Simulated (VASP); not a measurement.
# NaOs3F (Pm-3m) in VASP: a series of runs

Runs on NaOs3F. Level: PBE. Tasks: single point.

Everything below comes from runs of VASP 6.6.1. Logs are shortened: lines on timing, memory, paths and dates and some standing lists are left out, and cuts for length are marked.

## 1. The cell of the first run

Symmetry: Pm-3m, No. 221, cubic system. The conventional cell has a = 4.227 Å, b = 4.227 Å, c = 4.227 Å, α = 90.00°, β = 90.00°, γ = 90.00°. Within 3.9 Å of Na (site symmetry m-3m) lie 12 Os at 2.99 Å and 8 F at 3.66 Å. Within 2.8 Å of Os (site symmetry 4/mmm) lie 2 F at 2.11 Å. Within 2.8 Å of F (site symmetry m-3m) lie 6 Os at 2.11 Å.

The cell was built from a structure type or drawn by symmetry, and may not be a known phase.

## 2. Single point, PBE, collinear spin

INCAR reads:

```
SYSTEM = NaOs3F
ALGO = Normal ; EDIFF = 1E-6
ENCUT = 520 ; GGA = PE
ISIF = 2 ; ISMEAR = 0
ISPIN = 2 ; LASPH = .True.
LCHARG = .False. ; LMAXMIX = 4
LORBIT = 11 ; LREAL = .False.
LWAVE = .False. ; MAGMOM = 0 1 1 1 0
NBANDS = 31 ; NELM = 150
PREC = Accurate ; SIGMA = 0.1
```

KPOINTS reads:

```
k-points
0
Gamma
  4 4 4
  0 0 0
```

POSCAR reads:

```
NaOs3F
1.0
    4.2271838900      0.0000000000      0.0000000000
    0.0000000000      4.2271838900      0.0000000000
    0.0000000000      0.0000000000      4.2271838900
Na Os F
1 3 1
Direct
    0.0000000000      0.0000000000      0.0000000000
    0.0000000000      0.5000000000      0.5000000000
    0.5000000000      0.0000000000      0.5000000000
    0.5000000000      0.5000000000      0.0000000000
    0.5000000000      0.5000000000      0.5000000000
```

Potentials or basis: VASP PAW PBE potentials, release 64 (Na_pv, Os, F).

Command:

```bash
> cat potpaw_PBE.64/Na_pv/POTCAR potpaw_PBE.64/Os/POTCAR potpaw_PBE.64/F/POTCAR > POTCAR
> mpirun -np 1 vasp_std > vasp.out
```

OUTCAR:

```text
SYSTEM = NaOs3F
   EDIFF = 1E-6
   ENCUT = 520
   GGA = PE
   ISIF = 2
   ISMEAR = 0
   ISPIN = 2
   LASPH = .True.
   LORBIT = 11
   LREAL = .False.
   NELM = 150
   PREC = Accurate

 ion  position               nearest neighbor table
   1  0.000  0.000  0.000-   2 2.99   3 2.99   4 2.99   2 2.99   3 2.99   2 2.99   4 2.99   2 2.99
                             3 2.99   4 2.99   3 2.99   4 2.99
   2  0.000  0.500  0.500-   5 2.11   5 2.11   4 2.99   1 2.99   1 2.99   4 2.99   1 2.99   3 2.99
                             1 2.99   3 2.99   4 2.99   3 2.99   4 2.99   3 2.99
   3  0.500  0.000  0.500-   5 2.11   5 2.11   4 2.99   1 2.99   1 2.99   4 2.99   2 2.99   4 2.99
                             2 2.99   4 2.99   1 2.99   2 2.99   1 2.99   2 2.99
   4  0.500  0.500  0.000-   5 2.11   5 2.11   3 2.99   1 2.99   2 2.99   3 2.99   2 2.99   1 2.99
                             3 2.99   3 2.99   1 2.99   2 2.99   2 2.99   1 2.99
   5  0.500  0.500  0.500-   2 2.11   3 2.11   4 2.11   4 2.11   3 2.11   2 2.11

  LATTYP: Found a simple cubic cell.
 ALAT       =     4.2271838900

  Lattice vectors:

 A1 = (   4.2271838900,   0.0000000000,   0.0000000000)
 A2 = (   0.0000000000,   4.2271838900,   0.0000000000)
 A3 = (   0.0000000000,   0.0000000000,   4.2271838900)

Analysis of symmetry for initial positions (statically):
=====================================================================
 Subroutine PRICEL returns:
 Original cell was already a primitive cell.

 Routine SETGRP: Setting up the symmetry group for a
 simple cubic supercell.

 Subroutine GETGRP returns: Found 48 space group operations
 (whereof 48 operations were pure point group operations)
 out of a pool of 48 trial point group operations.

The static configuration has the point symmetry O_h .

Analysis of symmetry for dynamics (positions and initial velocities):
=====================================================================
 Subroutine PRICEL returns:
 Original cell was already a primitive cell.

 Routine SETGRP: Setting up the symmetry group for a
 simple cubic supercell.

 Subroutine GETGRP returns: Found 48 space group operations
 (whereof 48 operations were pure point group operations)
 out of a pool of 48 trial point group operations.

The dynamic configuration has the point symmetry O_h .

Analysis of structural, dynamic, and magnetic symmetry:
=====================================================================
 Subroutine PRICEL returns:
 Original cell was already a primitive cell.

 Routine SETGRP: Setting up the symmetry group for a
 simple cubic supercell.

 Subroutine GETGRP returns: Found 48 space group operations
 (whereof 48 operations were pure point group operations)
 out of a pool of 48 trial point group operations.

The overall configuration has the point symmetry O_h .

 Subroutine INISYM returns: Found 48 space group operations
 (whereof 48 operations are pure point group operations),
 and found     1 'primitive' translations

----------------------------------------------------------------------------------------

                                     Primitive cell

  volume of cell :      75.5359

  direct lattice vectors                    reciprocal lattice vectors
     4.227183890  0.000000000  0.000000000     0.236564111  0.000000000  0.000000000
     0.000000000  4.227183890  0.000000000     0.000000000  0.236564111  0.000000000
     0.000000000  0.000000000  4.227183890     0.000000000  0.000000000  0.236564111

  length of vectors
     4.227183890  4.227183890  4.227183890     0.236564111  0.236564111  0.236564111

  position of ions in fractional coordinates (direct lattice)
     0.000000000  0.000000000  0.000000000
     0.000000000  0.500000000  0.500000000
     0.500000000  0.000000000  0.500000000
     0.500000000  0.500000000  0.000000000
     0.500000000  0.500000000  0.500000000

  ion indices of the primitive-cell ions
   primitive index   ion index
                 1           1
                 2           2
                 3           3
                 4           4
                 5           5

----------------------------------------------------------------------------------------

 KPOINTS: k-points

[... 30 lines left out ...]
  0.250000  0.250000  0.250000      8.000000
  0.500000  0.250000  0.250000     12.000000
  0.500000  0.500000  0.250000      6.000000
  0.500000  0.500000  0.500000      1.000000
   k-points           NKPTS =     10   k-points in BZ     NKDIM =     10   number of bands    NBANDS=     31
   number of dos      NEDOS =    301   number of ions     NIONS =      5
   total plane-waves  NPLWV =  32768
   dimension x,y,z NGX =    32 NGY =   32 NGZ =   32
   dimension x,y,z NGXF=    64 NGYF=   64 NGZF=   64
   ions per type =               1   3   1
   NGX,Y,Z   is equivalent  to a cutoff of  12.58, 12.58, 12.58 a.u.
   NGXF,Y,Z  is equivalent  to a cutoff of  25.17, 25.17, 25.17 a.u.
 SYSTEM =  NaOs3F
   PREC   = accura    normal or accurate (medium, high low for compatibility)
   ISTART =      0    job   : 0-new  1-cont  2-samecut
   ICHARG =      2    charge: 1-file 2-atom 10-const
   ISPIN  =      2    spin polarized calculation?
   LNONCOLLINEAR =      F non collinear calculations
   LSORBIT =      F    spin-orbit coupling
   LASPH  =      T    aspherical Exc in radial PAW
   ENCUT  =  520.0 eV  38.22 Ry    6.18 a.u.   7.86  7.86  7.86*2*pi/ulx,y,z
   NELM   =    150;   NELMIN=  2; NELMDL= -5     # of ELM steps
   EDIFF  = 0.1E-05   stopping-criterion for ELM
   LREAL  =      F    real-space projection
   EDIFFG = 0.1E-04   stopping-criterion for IOM
   NSW    =      0    number of steps for IOM
   IBRION =     -1    ionic relax: 0-MD 1-quasi-New 2-CG
   NFREE  =      0    steps in history (QN), initial steepest desc. (CG)
   ISIF   =      2    stress and relaxation
   ISYM   =      2    0-nonsym 1-usesym 2-fastsym
   POTIM  = 0.5000    time-step for ionic-motion
   TEBEG  =    0.0;   TEEND  =   0.0 temperature during run
   PSTRESS=    0.0 pullay stress
   NELECT =      38.0000    total number of electrons
   NUPDOWN=      -1.0000    fix difference up-down
   EMIN   =  10.00;   EMAX   =-10.00  energy-range for DOS
   EFERMI =   0.00;   METHOD = LEGACY
   ISMEAR =     0;   SIGMA  =   0.10  broadening in eV -4-tet -1-fermi 0-gaus
   EFERMI_NEDOS =   21; number of points for ismear=-14 and -15
   IALGO  =     38    algorithm
   IMIX   =      4    mixing-type and parameters
     AMIX     =   0.40;   BMIX     =  1.00
     AMIX_MAG =   1.60;   BMIX_MAG =  1.00
  volume/ion in A,a.u.               =      15.11       101.95
  Fermi-wavevector in a.u.,A,eV,Ry     =   1.302022  2.460464 23.065419  1.695261
  Thomas-Fermi vector in A             =   2.433117
   LORBIT       =     11    0 simple, 1 ext, 2 COOP (PROOUT), +10 PAW based schemes
   GGA     = PE    functional components
   LHFCALC =     F    Hartree Fock is set to
   AEXX    =    0.0000 exact exchange contribution
   IVDW    =     0    specifies the selected vdW correction
   LEPSILON=     F    determine dielectric tensor
   LRPA    =     F    only Hartree local field effects (RPA)
 spin polarized calculation
 Gauss-broadening in eV      SIGMA  =   0.10
  energy-cutoff  :      520.00
  volume of cell :       75.54
 maximum number of plane-waves:      2048
 NGX is ok and might be reduce to    32
   NGX = 15   NGY = 15   NGZ = 15

 number of electron      37.9999990 magnetization       2.1616860

 Free energy of the ion-electron system (eV)
  ---------------------------------------------------
  ext. energy  EPLUGINS =         0.00000000
  ---------------------------------------------------
  free energy    TOTEN  =       -27.51431797 eV

  energy without entropy =      -27.47175453  energy(sigma->0) =      -27.49303625

 E-fermi :   5.6180     XC(G=0): -11.8858

 val. band max:        5.5948966307   @ k =   0.5000   0.2500   0.2500
 cond. band min:       5.6277650892   @ k =   0.2500   0.2500   0.0000
 fundamental gap:      0.0328684585
 Fermi energy:         5.6179980967

 spin component 1

 k-point     1 :       0.0000    0.0000    0.0000
  band No.  band energies     occupation
      1     -24.0140      1.00000
      2     -16.7360      1.00000
      3     -16.7360      1.00000
      4     -16.7360      1.00000
      5      -5.0677      1.00000
      6      -5.0677      1.00000
[... 329 lines left out ...]
     30      14.9284      0.00000
     31      18.8724      0.00000
 Fermi energy:         5.6179980967

 spin component 2

 k-point     1 :       0.0000    0.0000    0.0000
  band No.  band energies     occupation
      1     -23.9115      1.00000
      2     -16.7419      1.00000
      3     -16.7419      1.00000
      4     -16.7419      1.00000
      5      -4.9689      1.00000
      6      -4.9689      1.00000
[... 329 lines left out ...]
     30      15.1685      0.00000
     31      18.9427      0.00000

------------------------ aborting loop because EDIFF is reached ----------------------------------------

  FORCE on cell =-STRESS in cart. coord.  units (eV):
  Direction    XX          YY          ZZ          XY          YZ          ZX
  --------------------------------------------------------------------------------------
  -------------------------------------------------------------------------------------
  Total        3.3072979      3.3072979      3.3072979      0.0000000     -0.0000000      0.0000000
  in kB       70.1504517     70.1504517     70.1504517      0.0000000     -0.0000000      0.0000000
  external PRESSURE =      70.1504517 kB  Pullay stress =       0.0000000 kB

 VOLUME and BASIS-vectors are now :
 -----------------------------------------------------------------------------
  energy-cutoff  :      520.00
  volume of cell :       75.54
      direct lattice vectors                 reciprocal lattice vectors
     4.227183890  0.000000000  0.000000000     0.236564111  0.000000000  0.000000000
     0.000000000  4.227183890  0.000000000     0.000000000  0.236564111  0.000000000
     0.000000000  0.000000000  4.227183890     0.000000000  0.000000000  0.236564111

 POSITION                                       TOTAL-FORCE (eV/Angst)
 -----------------------------------------------------------------------------------
      0.00000      0.00000      0.00000         0.000000      0.000000      0.000000
      0.00000      2.11359      2.11359         0.000000      0.000000      0.000000
      2.11359      0.00000      2.11359         0.000000      0.000000      0.000000
      2.11359      2.11359      0.00000         0.000000      0.000000      0.000000
      2.11359      2.11359      2.11359         0.000000      0.000000      0.000000
 -----------------------------------------------------------------------------------
    total drift:                                0.000000     -0.000000     -0.000000

  FREE ENERGIE OF THE ION-ELECTRON SYSTEM (eV)
  ---------------------------------------------------
  free  energy   TOTEN  =       -27.5143179652 eV

  energy  without entropy=      -27.4717545308  energy(sigma->0) =      -27.49303625

 total charge

# of ion       s       p       d       tot
------------------------------------------
    1        0.104   6.033   0.000   6.136
    2        0.553   0.368   5.941   6.862
    3        0.553   0.368   5.941   6.862
    4        0.553   0.368   5.941   6.862
    5        1.810   4.293   0.000   6.104
--------------------------------------------------
tot          3.573  11.430  17.822  32.825

 magnetization (x)

# of ion       s       p       d       tot
------------------------------------------
    1       -0.004  -0.003   0.000  -0.008
    2        0.012   0.008   0.664   0.684
    3        0.012   0.008   0.664   0.684
    4        0.012   0.008   0.664   0.684
    5        0.012   0.034   0.000   0.046
--------------------------------------------------
tot          0.045   0.054   1.993   2.092
```

It took 24 s on 1 thread of Intel Xeon Platinum 8488C (Sapphire Rapids), shared host; peak memory 0.22 GiB.

What came out:

```
Free energy                                           : -27.5143 eV
Pressure                                              : 7.0 GPa
Net moment                                            : 2.16 μB per cell
Site moments                                          : Na -0.01; Os +0.68; F +0.05 μB
Valence electrons inside the program's atomic spheres : Na 6.14; Os 6.86; F 6.10
```

Caveat: the k points lie up to 0.37 Å⁻¹ apart; spin-orbit coupling is left out, which moves the levels of the heavy elements.

## 3. Single point, PBE, collinear spin

This run uses another cell than the first one, of 15.78 Å³/atom.

INCAR reads:

```
SYSTEM = NaOs3F
PREC = Accurate
ENCUT = 520
EDIFF = 1E-7
ISMEAR = 0
SIGMA = 0.1
LREAL = .False.
LASPH = .True.
NELM = 150
ALGO = Normal
ISIF = 2
LWAVE = .False.
LCHARG = .False.
ISPIN = 2
MAGMOM = 0 1 1 1 0
LORBIT = 11
LMAXMIX = 4
GGA = PE
NBANDS = 31
```

KPOINTS reads:

```
Automatic mesh
0
Gamma
  4 4 4
  0 0 0
```

Edit POSCAR of step 2 so:

```diff
@@ -2,5 +2,5 @@
 1.0
-    4.2271838900      0.0000000000      0.0000000000
-    0.0000000000      4.2271838900      0.0000000000
-    0.0000000000      0.0000000000      4.2271838900
+    4.2894211059      0.0000000000      0.0000000000
+    0.0000000000      4.2894211059      0.0000000000
+    0.0000000000      0.0000000000      4.2894211059
 Na Os F
```

Potentials or basis: VASP PAW PBE potentials, release 64 (Na_pv, Os, F).

Command:

```bash
> cat potpaw_PBE.64/Na_pv/POTCAR potpaw_PBE.64/Os/POTCAR potpaw_PBE.64/F/POTCAR > POTCAR
> mpirun -np 1 vasp_std > vasp.out
```

Run time: 25 s. Hardware: 1 thread of Intel Xeon Platinum 8488C (Sapphire Rapids), shared host; peak memory 0.22 GiB.

It converged, with:

```
Free energy                                           : -27.5948 eV
Pressure                                              : 0.4 GPa
Net moment                                            : 2.54 μB per cell
Site moments                                          : Na -0.01; Os +0.80; F +0.06 μB
Valence electrons inside the program's atomic spheres : Na 6.12; Os 6.78; F 6.09
```

Levels at points of the mesh, in eV from the Fermi level:
Spin up:
| k point | band 16 | band 17 | band 18 | band 19 | band 20 | band 21 | band 22 | band 23 | band 24 | band 25 |
| --- | --- | --- | --- | --- | --- | --- | --- | --- | --- | --- |
| (0.00, 0.00, 0.00) | -0.96 | -0.96 | -0.77 | -0.77 | 1.14 | 1.14 | 1.14 | 1.21 | 3.35 | 3.35 |
| (0.50, 0.00, 0.00) | -1.45 | -1.44 | -1.25 | -0.86 | -0.83 | -0.83 | -0.33 | 1.14 | 1.97 | 5.37 |
| (0.50, 0.50, 0.00) | -1.83 | -1.36 | -0.98 | -0.80 | -0.79 | -0.26 | 0.74 | 0.74 | 1.18 | 3.15 |
| (0.50, 0.50, 0.50) | -0.37 | 0.60 | 0.60 | 0.60 | 0.67 | 0.67 | 0.67 | 0.96 | 0.96 | 0.96 |
Spin down:
| k point | band 13 | band 14 | band 15 | band 16 | band 17 | band 18 | band 19 | band 20 | band 21 | band 22 |
| --- | --- | --- | --- | --- | --- | --- | --- | --- | --- | --- |
| (0.00, 0.00, 0.00) | -3.31 | -1.09 | -0.18 | -0.18 | -0.18 | -0.17 | -0.17 | 1.61 | 1.61 | 1.61 |
| (0.50, 0.00, 0.00) | -1.83 | -1.21 | -1.07 | -1.07 | -0.72 | -0.67 | -0.27 | -0.14 | -0.14 | 0.11 |
| (0.50, 0.50, 0.00) | -1.91 | -1.88 | -1.88 | -1.47 | -0.95 | -0.58 | -0.36 | -0.35 | 0.60 | 1.25 |
| (0.50, 0.50, 0.50) | -1.90 | -1.90 | 0.47 | 0.47 | 0.72 | 0.72 | 0.72 | 1.21 | 1.21 | 1.21 |

Caveat: the k points lie up to 0.37 Å⁻¹ apart; spin-orbit coupling is left out, which moves the levels of the heavy elements.
